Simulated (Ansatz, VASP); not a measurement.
## Two plane-wave programs on ReRhO

```
Re Rh O
1.0
     3.57694    0.00000    0.00000
     0.00000    3.57694    0.00000
     0.00000    0.00000    3.75010
Re Rh O
1 1 1
Direct
  0.50000 0.50000 0.00000
  0.00000 0.00000 0.00000
  0.50000 0.50000 0.50000
```

Change from the starting cell: species swapped into the LiHPd type (P4/mmm, No. 123).

Alike in both runs: functional PBE; k mesh 6 × 6 × 6; occupations gaussian, width 0.1 eV; no spin polarisation.

Ansatz relaxed the structure, and its values are those at the end. VASP's run is a single point on that final structure, the one shown.

|  | VASP | Ansatz |
| --- | --- | --- |
| version | VASP 6.6.1 | Ansatz 0.2.0 |
| potentials or method | VASP PAW PBE potentials, release 64 (Re, Rh_pv, O), cutoff 520 eV | scalar-relativistic, plane waves, PAW |
| valence electrons in the cell | 28 | 38 |

|  | VASP | Ansatz | Ansatz less VASP |
| --- | --- | --- | --- |
| gap on the k mesh at the Fermi level (eV) | none | none | - |
| pressure (GPa) | 1.4 | -0.2 | -1.54 |

A gap of «none» marks a metal or a gap that the smearing closes. VASP's potentials hold 28 valence electrons a cell and Ansatz's 38, so a difference there can come from the potentials and not from the codes.

Neither program's run includes spin-orbit coupling.
